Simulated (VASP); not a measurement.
# Si2W: relaxation of shape and atoms at fixed volume with PBEsol

The system is Si2W.

```
Si W
1.0
    -1.61714    1.61714    3.94666
     1.61714   -1.61714    3.94666
     1.61714    1.61714   -3.94666
Si W
2 1
Direct
  0.33454 0.33454 0.00000
  0.66546 0.66546 0.00000
  0.00000 0.00000 0.00000
```

| Property | Result |
| --- | --- |
| Program | VASP 6.6.1 |
| Task | relaxation of shape and atoms at fixed volume |
| Functional | PBEsol |
| Potentials or basis | VASP PAW PBE potentials, release 64 (Si, W_sv) |
| Cutoff | 600 eV |
| k mesh | 18 × 18 × 18 |
| Occupations | gaussian, width 0.1 eV |
| Spin | no spin polarisation |
| Dipole correction | no |
| Further INCAR settings | ALGO = Normal; EDIFF = 1e-06; IBRION = 2; EDIFFG = -0.01; NSW = 50; ISIF = 4 |

The energy gained by relaxing is 0.1 meV/atom and the ionic steps are 4. The pressure after relaxing is -6.1 GPa and the band gap on the k mesh is zero (bands 11 and 12 overlap by 1.23 eV).

The path:
| step | energy change (eV) | largest force (eV/Å) | pressure (GPa) | volume (Å³) |
| --- | --- | --- | --- | --- |
| 1 | 0.0000 | 0.0686 | -6.24 | 41.28 |
| 2 | -0.0003 | 0.0003 | -6.07 | 41.28 |
| 3 | -0.0004 | 0.0201 | -6.12 | 41.28 |
| 4 | -0.0004 | 0.0012 | -6.10 | 41.28 |

Final structure:
```cif
data_structure
_symmetry_space_group_name_H-M 'P 1'
_symmetry_Int_Tables_number 1
_cell_length_a 4.5573
_cell_length_b 4.5573
_cell_length_c 4.5573
_cell_angle_alpha 138.401
_cell_angle_beta 138.401
_cell_angle_gamma 60.289
_cell_volume 41.28
loop_
_atom_site_label
_atom_site_type_symbol
_atom_site_fract_x
_atom_site_fract_y
_atom_site_fract_z
_atom_site_occupancy
Si1 Si 0.33498 0.33498 0.00000 1
Si2 Si 0.66502 0.66502 0.00000 1
W1 W 0.00000 0.00000 0.00000 1
```

Levels at points of the mesh, in eV from the Fermi level:
```
           k point  band 7  band 8  band 9  band 10  band 11  band 12  band 13  band 14  band 15
(0.00, 0.00, 0.00)   -3.73   -3.26   -2.77    -2.77     0.59     2.65     3.00     3.01     3.01
(0.50, 0.00, 0.00)   -5.66   -4.78   -2.74    -2.69    -0.41     2.59     2.78     3.88     4.26
(0.50, 0.50, 0.00)   -5.90   -5.46   -4.92    -3.17    -1.75     2.76     2.85     3.01     3.84
(0.50, 0.50, 0.50)   -3.76   -2.52   -0.82    -0.82    -0.49    -0.49     0.76     4.46     4.65
```

It took 9.5 min on 1 thread of Intel(R) Xeon(R) 6975P-C (Granite Rapids), with other jobs on the host, peak memory 0.51 GiB.

Caveat: the PAW data sets were made with another functional, which shifts forces and pressure a little; spin-orbit coupling is left out, which moves the levels of the heavy elements.
